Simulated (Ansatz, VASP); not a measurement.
**One calculation of Nb, two programs**

```
CELL_PARAMETERS angstrom
-1.62347 1.62347 1.62347
1.62347 -1.62347 1.62347
1.62347 1.62347 -1.62347
ATOMIC_POSITIONS crystal
Nb 0.00000 0.00000 0.00000
```

Alike in both runs: task relaxation of cell and atoms; functional LDA; k mesh 16 × 16 × 16; occupations fermi-dirac, width 0.15 eV; no spin polarisation.

|  | VASP | Ansatz |
| --- | --- | --- |
| version | VASP 6.6.1 | Ansatz 0.2.0 |
| potentials or method | VASP PAW LDA potentials, release 64 (Nb_sv), cutoff 600 eV | scalar-relativistic, plane waves, PAW |
| valence electrons in the cell | 13 | 13 |

Ansatz gave:

| Quantity | Value |
| --- | --- |
| gap on the k mesh at the Fermi level, each at its own relaxed structure (eV) | none |
| relaxed volume (Å³/atom) | 17.16 |
| relaxed cell length with the largest relative difference (Å) | 2.814 |

Task: Estimate VASP's values.

Result: gap on the k mesh at the Fermi level, each at its own relaxed structure (eV): none; relaxed volume (Å³/atom): 17.15; relaxed cell length with the largest relative difference (Å): 2.814.

Ansatz warns that its potentials were made for another functional, while VASP's fit it. LDA's correlation is that of Perdew and Zunger in VASP and of Perdew and Wang (1992) in Ansatz. A gap of «none» marks a metal or a gap that the smearing closes.
